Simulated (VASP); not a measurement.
Here is a VASP 6.6.1 calculation.

The input INCAR:

```
SYSTEM = Ag
  PREC = Accurate
  ENCUT = 520
  EDIFF = 1E-6
  ISMEAR = 0
  SIGMA = 0.15
  LREAL = .FALSE.
  LASPH = .TRUE.
  NELM = 100
  ALGO = Normal
  ISIF = 2
  LWAVE = .FALSE.
  LCHARG = .FALSE.
  GGA = PE
  NBANDS = 12
```

Contents of KPOINTS:

```
Automatic mesh
0
G
  20 20 20
  0 0 0
```

Contents of POSCAR:

```
Ag
1.0
    0.0000000000      2.1248240000      1.8796520000
    2.1248240000      0.0000000000      1.8796520000
    2.1248240000      2.1248240000      0.0000000000
Ag
1
Direct
    0.0000000000      0.0000000000      0.0000000000
```

Potentials or basis: VASP PAW PBE potentials, release 64 (Ag).

Run with:

```sh
$ cat potpaw_PBE.64/Ag/POTCAR > POTCAR
$ mpirun -np 1 vasp_std > vasp.out
```

**Question.** Predict the pressure.

**Answer.** 5.4 GPa.

Stress tensor (GPa, compression positive):
```
4.60 0.00 0.00
0.00 4.60 0.00
0.00 0.00 7.08
```

Caveat: the cell differs from its parent crystal (strain +0.040 along x and y, -0.080 along z).
